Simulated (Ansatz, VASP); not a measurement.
Two plane-wave programs on HfN

```
Hf N
1.0
     3.11287    0.00000    0.00000
    -1.55644    2.69583    0.00000
     0.00000    0.00000    5.38041
Hf N
2 2
Direct
  0.66667 0.33333 0.75000
  0.33333 0.66667 0.25000
  0.00000 0.00000 0.00000
  0.00000 0.00000 0.50000
```

Alike in both runs: task single point; functional LDA; k mesh 8 × 8 × 4; occupations fermi-dirac, width 0.01 eV; no spin polarisation.

|  | VASP | Ansatz |
| --- | --- | --- |
| version | VASP 6.6.1 | Ansatz 0.2.0 |
| potentials or method | VASP PAW LDA potentials, release 64 (Hf_pv, N), cutoff 520 eV | plane waves, PAW |
| valence electrons in the cell | 30 | 62 |

```csv
,VASP,Ansatz,Ansatz less VASP
pressure (GPa),-4.3,-3.2,+1.10
"traceless stress, the component that is largest in VASP (GPa)",0.62,0.69,+0.065
```

LDA's correlation is that of Perdew and Zunger in VASP and of Perdew and Wang (1992) in Ansatz. VASP's potentials hold 30 valence electrons a cell and Ansatz's 62, so a difference there can come from the potentials and not from the codes.

Spin-orbit coupling is off throughout.
